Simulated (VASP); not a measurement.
Write the native input for VASP 6.6.1 that does the following.

```yaml
Task: relaxation of cell and atoms
Functional: PBEsol
Potentials_or_basis: VASP PAW PBE potentials, release 64 (Pb_d, S)
Cutoff: 600 eV
k_mesh: 8 × 8 × 8
Occupations: fermi-dirac, width 0.05 eV
Spin: no spin polarisation
Target_pressure: 5 GPa
Dipole_correction: no
Further_INCAR_settings: ALGO = Normal; EDIFF = 1e-07; IBRION = 2; EDIFFG = -0.01; NSW = 80; ISIF = 3
```

The structure of PbS (Galena) lies in POSCAR:

```
PbS
1.0
    0.0000000000      2.9657500000      2.9657500000
    2.9657500000      0.0000000000      2.9657500000
    2.9657500000      2.9657500000      0.0000000000
Pb S
1 1
Direct
    0.0000000000      0.0000000000      0.0000000000
    0.5000000000      0.5000000000      0.5000000000
```

One way to write it, as run:

INCAR

```
  PREC = Accurate
  ENCUT = 600
  EDIFF = 1E-7
  ISMEAR = -1
  SIGMA = 0.05
  LREAL = F
  LASPH = T
  NELM = 80
  ALGO = Normal
  ISIF = 3
  LWAVE = F
  LCHARG = F
  GGA = PS
  IBRION = 2
  NSW = 80
  EDIFFG = -0.01
  PSTRESS = 50.0
```

KPOINTS

```
regular mesh
0
Gamma
  8 8 8
```

Potentials or basis: VASP PAW PBE potentials, release 64 (Pb_d, S).

Command:

```console
$ cat potpaw_PBE.64/Pb_d/POTCAR potpaw_PBE.64/S/POTCAR > POTCAR
$ mpirun -np 1 vasp_std > vasp.out
```

Results of the run:

- Relaxed volume: 23.91 Å³/atom
- Relaxed cell: a = 4.074 Å, b = 4.074 Å, c = 4.074 Å, α = 60.00°, β = 60.00°, γ = 60.00°
- Space group after relaxing (to 0.05 Å): Fm-3m (No. 225)
- Energy change on relaxing (the enthalpy is what falls): +25.2 meV/atom
- Ionic steps: 3
- Pressure after relaxing: 5.0 GPa
- Band gap on the k mesh: 0.11 eV, direct

Caveat: the cell is relaxed towards a set pressure, so the enthalpy falls and the energy may rise; the PAW data sets were made with another functional, which shifts forces and pressure a little; spin-orbit coupling is left out, which moves the levels of the heavy elements.

Wall time 85 s on 1 thread of Intel Xeon 6975P-C, on a shared host, peak memory 0.22 GiB.
